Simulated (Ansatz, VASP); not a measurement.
# Pd in VASP and in Ansatz

INCAR

```
SYSTEM = Pd
PREC     = Accurate       ! precision mode
ENCUT    = 520            ! plane-wave cutoff, eV
EDIFF    = 1E-7           ! SCF threshold, eV
ISMEAR   = 0              ! smearing method
SIGMA    = 0.15           ! smearing width, eV
LREAL    = .FALSE.        ! projectors in reciprocal space
LASPH    = .TRUE.         ! aspherical terms in the spheres
NELM     = 60             ! most SCF steps
ALGO     = Normal         ! electronic algorithm
ISIF     = 2              ! what is computed and relaxed
LWAVE    = .FALSE.        ! write WAVECAR
LCHARG   = .FALSE.        ! write CHGCAR
GGA      = PS             ! functional
NBANDS   = 11             ! bands
```

KPOINTS

```
regular mesh
0
G
  20 20 20
  0 0 0
```

The input POSCAR:

```
Pd
1.0
    0.0000000000      1.8671040000      2.0226960000
    1.8671040000      0.0000000000      2.0226960000
    1.8671040000      1.8671040000      0.0000000000
Pd
1
Direct
    0.0000000000      0.0000000000      0.0000000000
```

Input for Ansatz:

```yaml
crystal:
  lattice:
    - [0.0, 1.867104, 2.022696]
    - [1.867104, 0.0, 2.022696]
    - [1.867104, 1.867104, 0.0]
  atoms:
    - { symbol: Pd, position: [0.0, 0.0, 0.0] }
basis:
  ecutwfc: 420
kpoints:
  mp_grid: { grid: [20, 20, 20] }
hamiltonian:
  xc: pbesol
scf:
  occupations: { method: gaussian, width: 0.15 }
output:
  forces: true
  stress: true
  eigenvalues: true
```

Change from the starting cell: strain -0.040 along x and y, +0.040 along z, atoms carried along.

Alike in both runs: task single point; functional PBEsol; k mesh 20 × 20 × 20; occupations gaussian, width 0.15 eV; no spin polarisation.

|  | VASP | Ansatz |
| --- | --- | --- |
| version | VASP 6.6.1 | Ansatz 0.2.0 |
| potentials or method | VASP PAW PBE potentials, release 64 (Pd), cutoff 520 eV | scalar-relativistic, plane waves, PAW |
| valence electrons in the cell | 10 | 18 |

|  | VASP | Ansatz | Ansatz less VASP |
| --- | --- | --- | --- |
| gap on the k mesh at the Fermi level (eV) | none | none | - |
| pressure (GPa) | 7.2 | 7.6 | +0.41 |
| traceless stress, the component that is largest in VASP (GPa) | -4.76 | -4.83 | -0.074 |

VASP's potentials were made for PBE, not for PBEsol. A gap of «none» marks a metal or a gap that the smearing closes. VASP's potentials hold 10 valence electrons a cell and Ansatz's 18, so a difference there can come from the potentials and not from the codes.
